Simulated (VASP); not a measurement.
Runs of VASP 6.6.1 on Be2S. The structure is that of space group P6/mmm (No. 191), or close to it. The cells are those of the table. 

```tsv
task	cell	k mesh	cutoff (eV)	gap on the mesh (eV)	pressure (GPa)	relaxed volume (Å³/atom)
single point	a = 3.577, b = 3.577, c = 3.176 Å, angles 90.0, 90.0, 120.0°, 3 atoms	6 × 6 × 6	520	none	0.0	-
single point	a = 3.556, b = 3.556, c = 3.218 Å, angles 90.0, 90.0, 120.0°, 3 atoms	15 × 15 × 14	520	none	0.0	-
relaxation of cell and atoms	relaxed from a = 3.770, b = 3.770, c = 3.376 Å, angles 90.0, 90.0, 120.0°, 3 atoms	6 × 6 × 6	600	none	0.0	(a)
single point	a = 3.770, b = 3.770, c = 3.376 Å, angles 90.0, 90.0, 120.0°, 3 atoms	6 × 6 × 6	520	none	-8.9	-
relaxation of cell and atoms	relaxed from a = 3.577, b = 3.577, c = 3.176 Å, angles 90.0, 90.0, 120.0°, 3 atoms	15 × 15 × 14	600	none	0.1	11.74
```

Alike in all rows: level PBE; potentials or basis VASP PAW PBE potentials, release 64 (Be, S); no spin polarisation; smearing gaussian 0.1 eV.

Task: Fill in the values left out.

Result: (a) 11.75.

Caveats: the volume moved by over 15 % at a fixed basis, so the end points are rough (some runs).

A gap of «none» marks levels without a gap at the run's occupations.
